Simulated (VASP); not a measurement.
Set up this calculation in VASP 6.6.1, as the native input.

* Task: electric field gradients
* Functional: PBE
* Potentials or basis: VASP PAW PBE potentials, release 64 (Pb_d, O)
* Cutoff: 520 eV
* k mesh: 8 × 8 × 6
* Occupations: fermi-dirac, width 0.03 eV
* Spin: no spin polarisation
* Dipole correction: no
* Further INCAR settings: ALGO = Normal; EDIFF = 1e-08; NBANDS = 28

The structure of PbO lies in POSCAR:

```
PbO
1.0
    3.9744000000      0.0000000000      0.0000000000
    0.0000000000      3.9744000000      0.0000000000
    0.0000000000      0.0000000000      5.0220000000
Pb O
2 2
Direct
    0.0000000000      0.5000000000      0.2351000000
    0.5000000000      0.0000000000      0.7649000000
    0.0000000000      0.0000000000      0.0000000000
    0.5000000000      0.5000000000      0.0000000000
```

The input as run:

INCAR

```
SYSTEM = PbO
PREC = Accurate
ENCUT = 520
EDIFF = 1E-8
ISMEAR = -1
SIGMA = 0.03
LREAL = .False.
LASPH = .True.
NELM = 60
ALGO = Normal
ISIF = 2
LWAVE = .False.
LCHARG = .False.
GGA = PE
LEFG = .True.
NBANDS = 28
```

KPOINTS

```
regular mesh
0
Gamma
  8 8 6
  0 0 0
```

Potentials or basis: VASP PAW PBE potentials, release 64 (Pb_d, O).

Command:

```console
$ cat potpaw_PBE.64/Pb_d/POTCAR potpaw_PBE.64/O/POTCAR > POTCAR
$ mpirun -np 1 vasp_std > vasp.out
```

Results of the run:

```
Pressure                                : 4.9 GPa
Largest force                           : 0.496 eV/Å
Band gap on the k mesh                  : 1.25 eV (least direct gap 2.32 eV)
Largest electric field gradient by atom : Pb -233.9; O -3.0 V/Å²
```

Caveat: the cell stands under pressure; without QUAD_EFG the Cq values of the log hold for a quadrupole moment of 1 mb, not for the nuclei; spin-orbit coupling is left out, which moves the levels of the heavy elements.

Wall time 4.4 min on 1 thread of Intel Xeon 8259CL, with other jobs on the host, peak memory 0.25 GiB.
